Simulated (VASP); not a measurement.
Here is a VASP 6.6.1 calculation.

INCAR

```
  PREC = Accurate
  ENCUT = 520
  EDIFF = 1E-7
  ISMEAR = 0
  SIGMA = 0.15
  LREAL = F
  LASPH = T
  NELM = 100
  ALGO = Fast
  ISIF = 2
  LWAVE = F
  LCHARG = T
  LELF = T
  LVHAR = T
  NBANDS = 10
```

The input KPOINTS:

```
Automatic mesh
0
Gamma
  12 12 12
```

File POSCAR:

```
Rb
1.0
   -2.7411923921      2.7411923921      2.6940465770
    2.7411923921     -2.7411923921      2.6940465770
    2.4583175015      2.4583175015     -2.6940465770
Rb
1
Direct
    0.0000000000      0.0000000000      0.0000000000
```

Potentials or basis: VASP PAW LDA potentials, release 64 (Rb_sv).

The run is started by

```console
$ cat potpaw_LDA.64/Rb_sv/POTCAR > POTCAR
$ mpirun -np 1 vasp_std > vasp.out
```

Task: Estimate the pressure.

Result: 0.3 GPa.

Task: What does it give for the band gap on the k mesh?

Result: Zero (an odd number of electrons rules out a gap without spin polarisation).

Stress tensor (GPa, compression positive):
```
0.27 0.25 0.00
0.25 0.27 0.00
0.00 0.00 0.31
```
